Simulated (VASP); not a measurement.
# HfMoC2 (P4/mmm) in VASP: a series of runs

The runs below take HfMoC2 through single point, with PBE.

All numbers are computed with VASP 6.6.1; they aren't measurements. Logs are shortened: lines on timing, memory, paths and dates and some standing lists are left out, and cuts for length are marked.

### Step 1. The cell of the first run

It takes space group P4/mmm (No. 123, tetragonal). Conventional cell: a = 3.233 Å, b = 3.233 Å, c = 4.544 Å, α = 90.00°, β = 90.00°, γ = 90.00°. Within 3.0 Å of Hf (site symmetry 4/mmm) lie 6 C at 2.27 to 2.29 Å. Within 3.0 Å of Mo (site symmetry 4/mmm) lie 6 C at 2.27 to 2.29 Å. Within 3.0 Å of C (site symmetry 4/mmm) lie 2 Hf at 2.27 Å and 4 Mo at 2.29 Å. C (site symmetry 4/mmm) has 2 Mo at 2.27 Å and 4 Hf at 2.29 Å within 3.0 Å.

### Step 2. Single point, PBE

Contents of INCAR:

```
PREC = Accurate
ENCUT = 520
EDIFF = 1E-7
ISMEAR = -1
SIGMA = 0.1
LREAL = F
LASPH = T
NELM = 60
ALGO = Normal
ISIF = 2
LWAVE = F
LCHARG = T
GGA = PE
LELF = T
LVHAR = T
NBANDS = 24
```

Contents of KPOINTS:

```
Automatic mesh
0
Gamma
  7 7 5
```

Contents of POSCAR:

```
HfMoC2
1.0
    3.2334202240      0.0000000000      0.0000000000
    0.0000000000      3.2334202240      0.0000000000
    0.0000000000      0.0000000000      4.5441860843
Hf Mo C
1 1 2
Direct
    0.0000000000      0.0000000000      0.0000000000
    0.5000000000      0.5000000000      0.5000000000
    0.0000000000      0.0000000000      0.5000000000
    0.5000000000      0.5000000000      0.0000000000
```

Potentials or basis: VASP PAW PBE potentials, release 64 (Hf_pv, Mo_sv, C).

The run is started by

```sh
$ cat potpaw_PBE.64/Hf_pv/POTCAR potpaw_PBE.64/Mo_sv/POTCAR potpaw_PBE.64/C/POTCAR > POTCAR
$ mpirun -np 1 vasp_std > vasp.out
```

OUTCAR:

```text
PREC = Accurate
   ENCUT = 520
   EDIFF = 1E-7
   ISMEAR = -1
   LREAL = F
   LASPH = T
   NELM = 60
   ISIF = 2
   GGA = PE

 ion  position               nearest neighbor table
   1  0.000  0.000  0.000-   3 2.27   3 2.27   4 2.29   4 2.29   4 2.29   4 2.29   2 3.22   2 3.22
                             2 3.22   2 3.22   2 3.22   2 3.22   2 3.22   2 3.22
   2  0.500  0.500  0.500-   4 2.27   4 2.27   3 2.29   3 2.29   3 2.29   3 2.29   1 3.22   1 3.22
                             1 3.22   1 3.22   1 3.22   1 3.22   1 3.22   1 3.22
   3  0.000  0.000  0.500-   1 2.27   1 2.27   2 2.29   2 2.29   2 2.29   2 2.29
   4  0.500  0.500  0.000-   2 2.27   2 2.27   1 2.29   1 2.29   1 2.29   1 2.29

  LATTYP: Found a simple tetragonal cell.
 ALAT       =     3.2334202240
 C/A-ratio  =     1.4053806092

  Lattice vectors:

 A1 = (   3.2334202240,   0.0000000000,   0.0000000000)
 A2 = (   0.0000000000,   3.2334202240,   0.0000000000)
 A3 = (   0.0000000000,   0.0000000000,   4.5441860843)

Analysis of symmetry for initial positions (statically):
=====================================================================
 Subroutine PRICEL returns:
 Original cell was already a primitive cell.

 Routine SETGRP: Setting up the symmetry group for a
 simple tetragonal supercell.

 Subroutine GETGRP returns: Found 16 space group operations
 (whereof 16 operations were pure point group operations)
 out of a pool of 16 trial point group operations.

The static configuration has the point symmetry D_4h.

Analysis of symmetry for dynamics (positions and initial velocities):
=====================================================================
 Subroutine PRICEL returns:
 Original cell was already a primitive cell.

 Routine SETGRP: Setting up the symmetry group for a
 simple tetragonal supercell.

 Subroutine GETGRP returns: Found 16 space group operations
 (whereof 16 operations were pure point group operations)
 out of a pool of 16 trial point group operations.

The dynamic configuration has the point symmetry D_4h.

 Subroutine INISYM returns: Found 16 space group operations
 (whereof 16 operations are pure point group operations),
 and found     1 'primitive' translations

----------------------------------------------------------------------------------------

                                     Primitive cell

  volume of cell :      47.5095

  direct lattice vectors                    reciprocal lattice vectors
     3.233420224  0.000000000  0.000000000     0.309270039  0.000000000  0.000000000
     0.000000000  3.233420224  0.000000000     0.000000000  0.309270039  0.000000000
     0.000000000  0.000000000  4.544186084     0.000000000  0.000000000  0.220061411

  length of vectors
     3.233420224  3.233420224  4.544186084     0.309270039  0.309270039  0.220061411

  position of ions in fractional coordinates (direct lattice)
     0.000000000  0.000000000  0.000000000
     0.500000000  0.500000000  0.500000000
     0.000000000  0.000000000  0.500000000
     0.500000000  0.500000000  0.000000000

  ion indices of the primitive-cell ions
   primitive index   ion index
                 1           1
                 2           2
                 3           3
                 4           4

----------------------------------------------------------------------------------------

 KPOINTS: Automatic mesh

Automatic generation of k-mesh.
 Grid dimensions read from file:
 generate k-points for:    7    7    5

 Generating k-lattice:

  Cartesian coordinates                     Fractional coordinates (reciprocal lattice)
     0.044181434  0.000000000  0.000000000     0.142857143  0.000000000  0.000000000
     0.000000000  0.044181434  0.000000000     0.000000000  0.142857143  0.000000000
     0.000000000  0.000000000  0.044012282     0.000000000  0.000000000  0.200000000

  Length of vectors
     0.044181434  0.044181434  0.044012282

  Shift w.r.t. Gamma in fractional coordinates (k-lattice)
     0.000000000  0.000000000  0.000000000

 Subroutine IBZKPT returns following result:
 ===========================================

 Found     30 irreducible k-points:

 Following reciprocal coordinates:
            Coordinates               Weight
  0.000000  0.000000  0.000000      1.000000
  0.142857  0.000000  0.000000      4.000000
  0.285714  0.000000  0.000000      4.000000
  0.428571  0.000000  0.000000      4.000000
  0.142857  0.142857  0.000000      4.000000
  0.285714  0.142857  0.000000      8.000000
[... 16 lines left out ...]
  0.285714  0.000000  0.400000      8.000000
  0.428571  0.000000  0.400000      8.000000
 [... further k-points ...]
   k-points           NKPTS =     30   k-points in BZ     NKDIM =     30   number of bands    NBANDS=     24
   number of dos      NEDOS =    301   number of ions     NIONS =      4
   total plane-waves  NPLWV =  20736
   dimension x,y,z NGX =    24 NGY =   24 NGZ =   36
   dimension x,y,z NGXF=    48 NGYF=   48 NGZF=   72
   ions per type =               1   1   2
   NGX,Y,Z   is equivalent  to a cutoff of  12.34, 12.34, 13.17 a.u.
   NGXF,Y,Z  is equivalent  to a cutoff of  24.68, 24.68, 26.34 a.u.
 SYSTEM =  unknown system
   PREC   = accura    normal or accurate (medium, high low for compatibility)
   ISTART =      0    job   : 0-new  1-cont  2-samecut
   ICHARG =      2    charge: 1-file 2-atom 10-const
   ISPIN  =      1    spin polarized calculation?
   LNONCOLLINEAR =      F non collinear calculations
   LSORBIT =      F    spin-orbit coupling
   LASPH  =      T    aspherical Exc in radial PAW
   ENCUT  =  520.0 eV  38.22 Ry    6.18 a.u.   6.01  6.01  8.45*2*pi/ulx,y,z
   NELM   =     60;   NELMIN=  2; NELMDL= -5     # of ELM steps
   EDIFF  = 0.1E-06   stopping-criterion for ELM
   LREAL  =      F    real-space projection
   EDIFFG = 0.1E-05   stopping-criterion for IOM
   NSW    =      0    number of steps for IOM
   IBRION =     -1    ionic relax: 0-MD 1-quasi-New 2-CG
   NFREE  =      0    steps in history (QN), initial steepest desc. (CG)
   ISIF   =      2    stress and relaxation
   ISYM   =      2    0-nonsym 1-usesym 2-fastsym
   POTIM  = 0.5000    time-step for ionic-motion
   TEBEG  =    0.0;   TEEND  =   0.0 temperature during run
   PSTRESS=    0.0 pullay stress
   NELECT =      32.0000    total number of electrons
   NUPDOWN=      -1.0000    fix difference up-down
   EMIN   =  10.00;   EMAX   =-10.00  energy-range for DOS
   EFERMI =   0.00;   METHOD = LEGACY
   ISMEAR =    -1;   SIGMA  =   0.10  broadening in eV -4-tet -1-fermi 0-gaus
   EFERMI_NEDOS =   21; number of points for ismear=-14 and -15
   IALGO  =     38    algorithm
   IMIX   =      4    mixing-type and parameters
     AMIX     =   0.40;   BMIX     =  1.00
     AMIX_MAG =   1.60;   BMIX_MAG =  1.00
  volume/ion in A,a.u.               =      11.88        80.15
  Fermi-wavevector in a.u.,A,eV,Ry     =   1.435042  2.711837 28.019107  2.059346
  Thomas-Fermi vector in A             =   2.554384
   LORBIT       =      0    0 simple, 1 ext, 2 COOP (PROOUT), +10 PAW based schemes
   GGA     = PE    functional components
   LHFCALC =     F    Hartree Fock is set to
   AEXX    =    0.0000 exact exchange contribution
   IVDW    =     0    specifies the selected vdW correction
   LEPSILON=     F    determine dielectric tensor
   LRPA    =     F    only Hartree local field effects (RPA)
 non-spin polarized calculation
  energy-cutoff  :      520.00
  volume of cell :       47.51
 maximum number of plane-waves:      1292
   NGX = 13   NGY = 13   NGZ = 17

 number of electron      32.0000005 magnetization

 Free energy of the ion-electron system (eV)
  ---------------------------------------------------
  ext. energy  EPLUGINS =         0.00000000
  ---------------------------------------------------
  free energy    TOTEN  =       -40.73642843 eV

  energy without entropy =      -40.67323450  energy(sigma->0) =      -40.70483146

 E-fermi :   8.8882     XC(G=0): -12.7048

 val. band max:        8.8680339261   @ k =   0.1429   0.0000   0.2000
 cond. band min:       8.9915143453   @ k =   0.4286   0.0000   0.2000
 fundamental gap:      0.1234804192
 Fermi energy:         8.8881900885

 k-point     1 :       0.0000    0.0000    0.0000
  band No.  band energies     occupation
      1     -53.1222      2.00000
      2     -27.1303      2.00000
      3     -27.1185      2.00000
      4     -27.1185      2.00000
      5     -21.5225      2.00000
      6     -21.2602      2.00000
[... 16 lines left out ...]
     23      13.3332      0.00000
     24      13.3332      0.00000

 k-point     2 :       0.1429    0.0000    0.0000
  band No.  band energies     occupation
      1     -53.1194      2.00000
      2     -27.1590      2.00000
      3     -27.1250      2.00000
      4     -27.1133      2.00000
      5     -21.5177      2.00000
      6     -21.3463      2.00000
[... 16 lines left out ...]
     23      13.3081      0.00000
     24      14.4309      0.00000

 k-point     3 :       0.2857    0.0000    0.0000
  band No.  band energies     occupation
      1     -53.1132      2.00000
      2     -27.2491      2.00000
      3     -27.1131      2.00000
      4     -27.1016      2.00000
      5     -21.5343      2.00000
      6     -21.5067      2.00000
[... 16 lines left out ...]
     23      13.3562      0.00000
     24      15.6441      0.00000
[... 514 lines left out ...]
 k-point    23 :       0.2857    0.0000    0.4000
  band No.  band energies     occupation
      1     -53.1132      2.00000
      2     -27.2521      2.00000
      3     -27.1184      2.00000
      4     -27.1008      2.00000
      5     -21.5260      2.00000
      6     -21.5170      2.00000
[... 16 lines left out ...]
     23      14.7342      0.00000
     24      17.1296      0.00000

 k-point    24 :       0.4286    0.0000    0.4000
  band No.  band energies     occupation
      1     -53.1082      2.00000
      2     -27.3255      2.00000
      3     -27.1134      2.00000
      4     -27.0917      2.00000
      5     -21.6632      2.00000
      6     -21.4988      2.00000
[... 16 lines left out ...]
     23      15.7874      0.00000
     24      15.9958      0.00000

 [... further k-points ...]

------------------------ aborting loop because EDIFF is reached ----------------------------------------

  FORCE on cell =-STRESS in cart. coord.  units (eV):
  Direction    XX          YY          ZZ          XY          YZ          ZX
  --------------------------------------------------------------------------------------
  -------------------------------------------------------------------------------------
  Total       -3.2095780     -3.2095780     -3.4214416      0.0000000      0.0000000      0.0000000
  in kB     -108.2375875   -108.2375875   -115.3823294      0.0000000      0.0000000      0.0000000
  external PRESSURE =    -110.6191681 kB  Pullay stress =       0.0000000 kB

 VOLUME and BASIS-vectors are now :
 -----------------------------------------------------------------------------
  energy-cutoff  :      520.00
  volume of cell :       47.51
      direct lattice vectors                 reciprocal lattice vectors
     3.233420224  0.000000000  0.000000000     0.309270039  0.000000000  0.000000000
     0.000000000  3.233420224  0.000000000     0.000000000  0.309270039  0.000000000
     0.000000000  0.000000000  4.544186084     0.000000000  0.000000000  0.220061411

 POSITION                                       TOTAL-FORCE (eV/Angst)
 -----------------------------------------------------------------------------------
      0.00000      0.00000      0.00000         0.000000      0.000000      0.000000
      1.61671      1.61671      2.27209         0.000000      0.000000      0.000000
      0.00000      0.00000      2.27209         0.000000      0.000000      0.000000
      1.61671      1.61671      0.00000         0.000000      0.000000      0.000000
 -----------------------------------------------------------------------------------
    total drift:                                0.000000     -0.000000     -0.000000

  FREE ENERGIE OF THE ION-ELECTRON SYSTEM (eV)
  ---------------------------------------------------
  free  energy   TOTEN  =       -40.7364284268 eV

  energy  without entropy=      -40.6732345001  energy(sigma->0) =      -40.70483146
```

Run time: 18 s. Hardware: 1 thread of Intel Xeon 6975P-C (Granite Rapids), shared host; peak memory 0.17 GiB.

What came out:

- Free energy: -40.7364 eV
- Pressure: -11.1 GPa
- Band gap on the k mesh: zero (band 16 reaches 9.62 eV, above the bottom of band 17 at 7.79 eV)

Caveat: spin-orbit coupling is left out, which moves the levels of the heavy elements.

(Part 1 of 2 ends here.)
